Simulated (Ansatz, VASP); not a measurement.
## Two plane-wave programs on Au

```
Au
1.0
     2.81977    0.00000    0.00000
    -1.40988    2.44199    0.00000
     0.00000    0.00000   21.78496
Au
8
Direct
  0.00000 0.00000 0.06513
  0.00000 0.00000 0.56513
  0.00000 0.00000 0.43487
  0.00000 0.00000 0.93487
  0.33333 0.66667 0.18501
  0.66667 0.33333 0.68501
  0.33333 0.66667 0.31499
  0.66667 0.33333 0.81499
```

Alike in both runs: functional PBE; k mesh 6 × 6 × 2; occupations gaussian, width 0.1 eV; no spin polarisation.

Ansatz relaxed the structure, and its values are those at the end. VASP's run is a single point on that final structure, the one shown.

|  | VASP | Ansatz |
| --- | --- | --- |
| version | VASP 6.6.1 | Ansatz 0.2.0 |
| potentials or method | VASP PAW PBE potentials, release 64 (Au), cutoff 520 eV | scalar-relativistic, plane waves, PAW |
| valence electrons in the cell | 88 | 152 |

```csv
,VASP,Ansatz,Ansatz less VASP
gap on the k mesh at the Fermi level (eV),none,none,-
pressure (GPa),0.0,0.2,+0.21
rms of the force components (eV/Å),0.005,0.006,+0.0009
```

A gap of «none» marks a metal or a gap that the smearing closes. VASP's potentials hold 88 valence electrons a cell and Ansatz's 152, so a difference there can come from the potentials and not from the codes.

The k mesh is coarse, so the values compare programs but aren't converged. Spin-orbit coupling is off throughout.
